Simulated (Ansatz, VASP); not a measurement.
TaN in VASP and in Ansatz

The input INCAR:

```
SYSTEM = TaN
PREC     = Accurate       ! precision mode
ENCUT    = 600            ! plane-wave cutoff, eV
EDIFF    = 1E-6           ! SCF threshold, eV
ISMEAR   = -1             ! smearing method
SIGMA    = 0.01           ! smearing width, eV
LREAL    = .FALSE.        ! projectors in reciprocal space
LASPH    = .TRUE.         ! aspherical terms in the spheres
NELM     = 120            ! most SCF steps
ALGO     = Normal         ! electronic algorithm
ISIF     = 2              ! what is computed and relaxed
LWAVE    = .FALSE.        ! write WAVECAR
LCHARG   = .FALSE.        ! write CHGCAR
GGA      = PS             ! functional
NBANDS   = 24             ! bands
GGA_COMPAT= .FALSE.
```

File KPOINTS:

```
regular mesh
0
G
  9 9 5
  0 0 0
```

The input POSCAR:

```
TaN
1.0
    3.1089620182      0.0000000000      0.0000000000
   -1.5544810091      2.6924400871      0.0000000000
    0.0000000000      0.0000000000      4.9180000000
Ta N
2 2
Direct
    0.0000000000      0.0000000000      0.0000000000
    0.0000000000      0.0000000000      0.5000000000
    0.3333333333      0.6666666667      0.2500000000
    0.6666666667      0.3333333333      0.7500000000
```

Input for Ansatz:

```yaml
crystal:
  lattice:
    - [3.1089620182, 0.0, 0.0]
    - [-1.5544810091, 2.6924400871, 0.0]
    - [0.0, 0.0, 4.918]
  atoms:
    - { symbol: Ta, position: [0.0, 0.0, 0.0] }
    - { symbol: Ta, position: [0.0, 0.0, 0.5] }
    - { symbol: "N", position: [0.3333333333, 0.6666666667, 0.25] }
    - { symbol: "N", position: [0.6666666667, 0.3333333333, 0.75] }
kpoints:
  mp_grid: { grid: [9, 9, 5] }
  band_path:
    path:
      - [0.0, 0.0, 0.0]
      - [0.5, 0.0, 0.0]
      - [0.3333333333, 0.3333333333, 0.0]
      - [0.0, 0.0, 0.0]
      - [0.0, 0.0, 0.5]
      - [0.5, 0.0, 0.5]
      - [0.3333333333, 0.3333333333, 0.5]
      - [0.0, 0.0, 0.5]
      - [0.5, 0.0, 0.5]
    npoints: 5
scf:
  occupations: { method: fermi_dirac, width: 0.01 }
hamiltonian:
  xc: pbesol
  pseudopotentials: { kind: all_electron, lapw: { basis_error: 0.0005 } }
output:
  forces: true
  stress: true
  eigenvalues: true
```

Change from the starting cell: equal xx and yy strain of +2 %.

Alike in both runs: task single point; functional PBEsol; k mesh 9 × 9 × 5; occupations fermi-dirac, width 0.01 eV; no spin polarisation.

|  | VASP | Ansatz |
| --- | --- | --- |
| version | VASP 6.6.1 | Ansatz 0.2.0 |
| potentials or method | VASP PAW PBE potentials, release 64 (Ta_pv, N), cutoff 600 eV | all-electron LAPW, scalar-relativistic |

|  | VASP | Ansatz | Ansatz less VASP |
| --- | --- | --- | --- |
| pressure (GPa) | 33.0 | 31.4 | -1.60 |
| traceless stress, the component that is largest in VASP (GPa) | 51.85 | 51.10 | -0.754 |

VASP's potentials were made for PBE, not for PBEsol. Both programs put the cell under a high pressure, so it lies far from rest at this level. Ansatz ran all-electron here, and VASP with PAW potentials.

Neither program's run includes spin-orbit coupling.
